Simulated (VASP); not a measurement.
# ZrS2 (P-3m1) in VASP: single point with PBE+D3(BJ)+U

Aim: the single point of ZrS2 with PBE+D3(BJ)+U.

All numbers are computed with VASP 6.6.1; they aren't measurements. Logs are shortened: lines on timing, memory, paths and dates and some standing lists are left out, and cuts for length are marked.

### 1 The cell of the first run

It takes space group P-3m1 (No. 164, trigonal). Conventional cell: a = 3.916 Å, b = 3.916 Å, c = 4.932 Å, α = 90.00°, β = 90.00°, γ = 120.00°. Zr (site symmetry -3m) has 6 S at 2.59 Å within 3.4 Å. S (site symmetry 3m) has 3 Zr at 2.59 Å and 6 S at 3.31 to 3.38 Å within 3.4 Å.

### 2 Single point, PBE+D3(BJ)+U

Input file INCAR:

```
PREC = Accurate
ENCUT = 500
EDIFF = 1E-6
ISMEAR = 0
SIGMA = 0.05
LREAL = False
LASPH = True
NELM = 200
ALGO = Normal
ISIF = 2
LWAVE = False
LCHARG = True
LMAXMIX = 4
LDAU = True
LDAUTYPE = 2
LDAUL = 2 -1
LDAUU = 6 0
LDAUJ = 0 0
LDAUPRINT = 1
GGA = PE
IVDW = 12
LELF = True
LVHAR = True
NBANDS = 19
GGA_COMPAT = False
```

Input file KPOINTS:

```
regular mesh
0
Gamma
  12 12 6
```

Input file POSCAR:

```
ZrS2
1.0
    3.9157063038      0.0000000000      0.0000000000
   -1.9578531519      3.3911011329      0.0000000000
    0.0000000000      0.0000000000      4.9317124821
Zr S
1 2
Direct
    0.0000000000      0.0000000000      0.0000000000
    0.3333333333      0.6666666667      0.2552453888
    0.6666666667      0.3333333333      0.7447546112
```

Potentials or basis: VASP PAW PBE potentials, release 64 (Zr_sv, S).

Command:

```console
> cat potpaw_PBE.64/Zr_sv/POTCAR potpaw_PBE.64/S/POTCAR > POTCAR
> mpirun -np 1 vasp_std > vasp.out
```

OUTCAR:

```text
PREC = Accurate
   ENCUT = 500
   EDIFF = 1E-6
   ISMEAR = 0
   LREAL = False
   LASPH = True
   NELM = 200
   ISIF = 2
   GGA = PE
   IVDW = 12
 IVDW          = 12

 ion  position               nearest neighbor table
   1  0.000  0.000  0.000-   2 2.59   3 2.59   3 2.59   2 2.59   3 2.59   2 2.59
   2  0.333  0.667  0.255-   1 2.59   1 2.59   1 2.59
   3  0.667  0.333  0.745-   1 2.59   1 2.59   1 2.59

  LATTYP: Found a hexagonal cell.
 ALAT       =     3.9157063038
 C/A-ratio  =     1.2594694544

  Lattice vectors:

 A1 = (   3.9157063038,   0.0000000000,   0.0000000000)
 A2 = (  -1.9578531519,   3.3911011329,   0.0000000000)
 A3 = (   0.0000000000,   0.0000000000,   4.9317124821)

Analysis of symmetry for initial positions (statically):
=====================================================================
 Subroutine PRICEL returns:
 Original cell was already a primitive cell.

 Routine SETGRP: Setting up the symmetry group for a
 hexagonal supercell.

 Subroutine GETGRP returns: Found 12 space group operations
 (whereof 12 operations were pure point group operations)
 out of a pool of 24 trial point group operations.

The static configuration has the point symmetry D_3d.

Analysis of symmetry for dynamics (positions and initial velocities):
=====================================================================
 Subroutine PRICEL returns:
 Original cell was already a primitive cell.

 Routine SETGRP: Setting up the symmetry group for a
 hexagonal supercell.

 Subroutine GETGRP returns: Found 12 space group operations
 (whereof 12 operations were pure point group operations)
 out of a pool of 24 trial point group operations.

The dynamic configuration has the point symmetry D_3d.

 Subroutine INISYM returns: Found 12 space group operations
 (whereof 12 operations are pure point group operations),
 and found     1 'primitive' translations

----------------------------------------------------------------------------------------

[... 146 lines left out ...]
 -0.0737 -0.0000  0.0000  0.1355  0.0000
  0.0000 -0.0737  0.0000  0.0000  0.1212

spin component  2

  0.1212  0.0000 -0.0000 -0.0737  0.0000
  0.0000  0.1355 -0.0000 -0.0000 -0.0737
 -0.0000 -0.0000  0.0553  0.0000  0.0000
 -0.0737 -0.0000  0.0000  0.1355  0.0000
  0.0000 -0.0737  0.0000  0.0000  0.1212

 occupancies and eigenvectors

  o =  0.0543  v = -0.7405  0.0000 -0.0000 -0.6721  0.0000  0.0000  0.0000  0.0000  0.0000  0.0000      0.0000  0.0000  0.0000  0.0000  0.0000  0.0000  0.0000  0.0000  0.0000  0.0000
  o =  0.0543  v =  0.0000  0.0000  0.0000  0.0000  0.0000 -0.7405  0.0000 -0.0000 -0.6721  0.0000      0.0000  0.0000  0.0000  0.0000  0.0000  0.0000  0.0000  0.0000  0.0000  0.0000
  o =  0.0543  v =  0.0000 -0.6721  0.0000 -0.0000 -0.7405  0.0000  0.0000  0.0000  0.0000  0.0000      0.0000  0.0000  0.0000  0.0000  0.0000  0.0000  0.0000  0.0000  0.0000  0.0000
  o =  0.0543  v =  0.0000  0.0000  0.0000  0.0000  0.0000  0.0000 -0.6721  0.0000 -0.0000 -0.7405      0.0000  0.0000  0.0000  0.0000  0.0000  0.0000  0.0000  0.0000  0.0000  0.0000
  o =  0.0553  v =  0.0000 -0.0000 -1.0000  0.0000 -0.0000  0.0000  0.0000  0.0000  0.0000  0.0000      0.0000  0.0000  0.0000  0.0000  0.0000  0.0000  0.0000  0.0000  0.0000  0.0000
  o =  0.0553  v =  0.0000  0.0000  0.0000  0.0000  0.0000  0.0000 -0.0000 -1.0000  0.0000 -0.0000      0.0000  0.0000  0.0000  0.0000  0.0000  0.0000  0.0000  0.0000  0.0000  0.0000
  o =  0.2024  v = -0.6721  0.0000  0.0000  0.7405 -0.0000  0.0000  0.0000  0.0000  0.0000  0.0000      0.0000  0.0000  0.0000  0.0000  0.0000  0.0000  0.0000  0.0000  0.0000  0.0000
  o =  0.2024  v =  0.0000  0.0000  0.0000  0.0000  0.0000 -0.6721  0.0000  0.0000  0.7405 -0.0000      0.0000  0.0000  0.0000  0.0000  0.0000  0.0000  0.0000  0.0000  0.0000  0.0000
  o =  0.2024  v =  0.0000  0.7405 -0.0000 -0.0000 -0.6721  0.0000  0.0000  0.0000  0.0000  0.0000      0.0000  0.0000  0.0000  0.0000  0.0000  0.0000  0.0000  0.0000  0.0000  0.0000
  o =  0.2024  v =  0.0000  0.0000  0.0000  0.0000  0.0000  0.0000  0.7405 -0.0000 -0.0000 -0.6721      0.0000  0.0000  0.0000  0.0000  0.0000  0.0000  0.0000  0.0000  0.0000  0.0000

 number of electron      24.0000000 magnetization

 Free energy of the ion-electron system (eV)
  ---------------------------------------------------
  ext. energy  EPLUGINS =         0.00000000
  ---------------------------------------------------
  free energy    TOTEN  =       -17.71775042 eV

  energy without entropy =      -17.71775042  energy(sigma->0) =      -17.71775042

 E-fermi :   6.7155     XC(G=0):  -9.8853

 val. band max:        6.3790740700   @ k =   0.0000   0.0000   0.0000
 cond. band min:       7.2422908872   @ k =   0.5000   0.0000   0.0000
 fundamental gap:      0.8632168172
 Fermi energy:         6.7154720531

 k-point     1 :       0.0000    0.0000    0.0000
  band No.  band energies     occupation
      1     -45.0652      2.00000
      2     -23.0544      2.00000
      3     -22.8900      2.00000
      4     -22.8900      2.00000
      5      -7.4016      2.00000
      6      -5.1513      2.00000
[... 505 lines left out ...]
      6      -5.4397      2.00000
[... 11 lines left out ...]
     18      11.8010      0.00000
     19      13.0741      0.00000

 [... further k-points ...]

------------------------ aborting loop because EDIFF is reached ----------------------------------------

 Edisp (eV)   -1.09682

 E8    (eV) :    -0.4682

  FORCE on cell =-STRESS in cart. coord.  units (eV):
  Direction    XX          YY          ZZ          XY          YZ          ZX
  --------------------------------------------------------------------------------------
  -------------------------------------------------------------------------------------
  Total      -0.19138    -0.19138     4.25899    -0.00000     0.00000     0.00000
  in kB      -4.68237    -4.68237   104.20016    -0.00000     0.00000     0.00000
  external pressure =       31.61 kB  Pullay stress =        0.00 kB

 VOLUME and BASIS-vectors are now :
 -----------------------------------------------------------------------------
  energy-cutoff  :      500.00
  volume of cell :       65.49
      direct lattice vectors                 reciprocal lattice vectors
     3.915706304  0.000000000  0.000000000     0.255381768  0.147444733  0.000000000
    -1.957853152  3.391101133  0.000000000     0.000000000  0.294889465  0.000000000
     0.000000000  0.000000000  4.931712482     0.000000000  0.000000000  0.202769323

 POSITION                                       TOTAL-FORCE (eV/Angst)
 -----------------------------------------------------------------------------------
      0.00000      0.00000      0.00000        -0.000000      0.000000     -0.000000
     -0.00000      2.26073      1.25880        -0.000000      0.000000      0.613441
      1.95785      1.13037      3.67292         0.000000     -0.000000     -0.613441
 -----------------------------------------------------------------------------------
    total drift:                                0.000000      0.000000      0.000000

  FREE ENERGIE OF THE ION-ELECTRON SYSTEM (eV)
  ---------------------------------------------------
  free  energy   TOTEN  =       -18.8145682720 eV

  energy  without entropy=      -18.8145682720  energy(sigma->0) =      -18.81456827
```

stdout:

```text
POSCAR found type information on POSCAR ZrS
 POSCAR found :  2 types and       3 ions
 scaLAPACK will be used
 LDA part: xc-table for (Slater+PW92), standard interpolation
 POSCAR, INCAR and KPOINTS ok, starting setup
 FFT: planning ... GRIDC
 FFT: planning ... GRID_SOFT
 FFT: planning ... GRID
 WAVECAR not read
 entering main loop
```

Run time: 3.1 min. Hardware: 1 thread of Intel Xeon 8259CL, shared host; peak memory 0.25 GiB.

Results:

| Property | Result |
| --- | --- |
| Free energy | -18.8146 eV |
| Pressure | 3.2 GPa |
| Largest force | 0.613 eV/Å |
| Band gap on the k mesh | 0.86 eV (least direct gap 1.45 eV) |
| Dispersion energy per atom | -0.366 eV |

Forces on the atoms (eV/Å):
```
Zr   0.000  0.000  0.000
S    0.000  0.000  0.613
S    0.000  0.000 -0.613
```

Levels at points of the mesh, in eV from the valence-band top:
```csv
k point,band 8,band 9,band 10,band 11,band 12,band 13,band 14,band 15,band 16,band 17
"(0.00, 0.00, 0.00)",-4.14,-4.14,-1.21,-1.21,0.00,1.45,1.45,2.42,3.92,4.29
"(0.50, 0.00, 0.00)",-3.09,-2.98,-2.95,-2.83,-2.81,0.86,2.40,2.82,4.90,5.34
"(0.00, 0.00, 0.50)",-3.98,-3.10,-2.57,-1.65,-1.65,1.22,1.22,2.35,5.38,5.38
"(0.50, 0.00, 0.50)",-4.56,-3.68,-2.25,-2.15,-0.96,1.57,2.66,2.68,4.55,4.74
```

Eigenvalues of the final occupation matrices:
| site | spin | trace | eigenvalues |
| --- | --- | --- | --- |
| site 1 d | 1 | 0.57 | 0.05 0.05 0.06 0.20 0.20 |
| site 1 d | 2 | 0.57 | 0.05 0.05 0.06 0.20 0.20 |

Caveat: the cell stands under pressure. A k mesh can miss the band edges.
